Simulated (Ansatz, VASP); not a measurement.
ZrS: VASP beside Ansatz

```
CELL_PARAMETERS angstrom
0.00000 2.62500 2.62500
2.62500 0.00000 2.62500
2.62500 2.62500 0.00000
ATOMIC_POSITIONS crystal
Zr 0.00000 0.00000 0.00000
S 0.50000 0.50000 0.50000
```

Alike in both runs: task single point; functional PBEsol; k mesh 14 × 14 × 14; occupations methfessel-paxton of order 1, width 0.1 eV; no spin polarisation.

|  | VASP | Ansatz |
| --- | --- | --- |
| version | VASP 6.6.1 | Ansatz 0.2.0 |
| potentials or method | VASP PAW PBE potentials, release 64 (Zr_sv, S), cutoff 520 eV | scalar-relativistic, plane waves, PAW |
| valence electrons in the cell | 18 | 18 |

|  | VASP | Ansatz | Ansatz less VASP |
| --- | --- | --- | --- |
| gap on the k mesh at the Fermi level (eV) | none | none | - |
| pressure (GPa) | -6.3 | -6.5 | -0.20 |

VASP's potentials were made for PBE, not for PBEsol. A gap of «none» marks a metal or a gap that the smearing closes.
